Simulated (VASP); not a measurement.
Input of a VASP 6.6.1 run:

File INCAR:

```
SYSTEM = SnO
  PREC = Accurate
  ENCUT = 520
  EDIFF = 1E-6
  ISMEAR = 0
  SIGMA = 0.05
  LREAL = .FALSE.
  LASPH = .TRUE.
  NELM = 60
  ALGO = Normal
  ISIF = 2
  LWAVE = .FALSE.
  LCHARG = .FALSE.
  LDIPOL = .TRUE.
  IDIPOL = 3
  DIPOL = 0.5 0.5 0.408
  GGA = PE
  IVDW = 12
  NBANDS = 50
```

Contents of KPOINTS:

```
Automatic mesh
0
G
  7 7 1
  0 0 0
```

The input POSCAR:

```
SnO
1.0
    3.8201630995      0.0000000000      0.0000000000
    0.0000000000      3.8201630995      0.0000000000
    0.0000000000      0.0000000000     22.2260821294
Sn O
4 4
Direct
    0.7500000000      0.2500000000      0.2024648327
    0.2500000000      0.7500000000      0.3087832136
    0.2500000000      0.7500000000      0.5067488278
   -0.2500000000      1.2500000000      0.6130672086
    0.2500000000      0.2500000000      0.2556240231
    0.7500000000      0.7500000000      0.2556240231
   -0.2500000000      0.7500000000      0.5599080182
    0.2500000000      1.2500000000      0.5599080182
```

Potentials or basis: VASP PAW PBE potentials, release 64 (Sn_d, O).

Launch:

```bash
$ cat potpaw_PBE.64/Sn_d/POTCAR potpaw_PBE.64/O/POTCAR > POTCAR
$ mpirun -np 1 vasp_std > vasp.out
```

Question: What does it give for the largest force?

Answer: 0.086 eV/Å.

Question: What does it give for the dispersion energy per atom?

Answer: -0.153 eV.

Question: Predict the band gap on the k mesh.

Answer: 2.55 eV (least direct gap 2.59 eV).

Forces in eV/Å, atoms in the order of the input:
```
Sn   0.000  0.000 -0.086
Sn   0.000  0.000  0.073
Sn   0.000  0.000 -0.073
Sn   0.000  0.000  0.086
O    0.000  0.000 -0.001
O    0.000  0.000 -0.001
O    0.000  0.000  0.001
O    0.000  0.000  0.001
```

Caveat: spin-orbit coupling is left out, which moves the levels of the heavy elements.
